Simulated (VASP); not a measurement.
Runs of VASP 6.6.1 on TiO2. The structure is that of space group R-3m (No. 166), or close to it. The cells are those of the table. 

| cell | gap on the mesh (eV) | pressure (GPa) | largest force (eV/Å) |
| --- | --- | --- | --- |
| a = 7.095 Å, angles 24.0°, 3 atoms | 2.76 | 1.5 | 0.22 |
| a = 7.144 Å, angles 24.0°, 3 atoms | 2.69 | (b) | 0.10 |
| a = 7.287 Å, angles 24.0°, 3 atoms | 2.51 | -8.2 | 0.90 |
| a = 7.046 Å, angles 24.0°, 3 atoms | 2.82 | (c) | 0.56 |
| a = 7.334 Å, angles 24.0°, 3 atoms | (a) | -9.9 | 1.13 |

Alike in all rows: task single point; level PBEsol; potentials or basis VASP PAW PBE potentials, release 64 (Ti_sv, O); no spin polarisation; k mesh 7 × 7 × 7; cutoff (eV) 520; smearing gaussian 0.01 eV.

Problem. Estimate the missing entries.

Solution. (a) 2.45; (b) -1.4; (c) 4.5.

Caveats: the PAW data sets were made with another functional, which shifts forces and pressure a little; an odd mesh through Γ misses points on the zone boundary, where band edges can lie; the cell stands under tension (at least some runs); the cell stands under pressure (at least some runs).
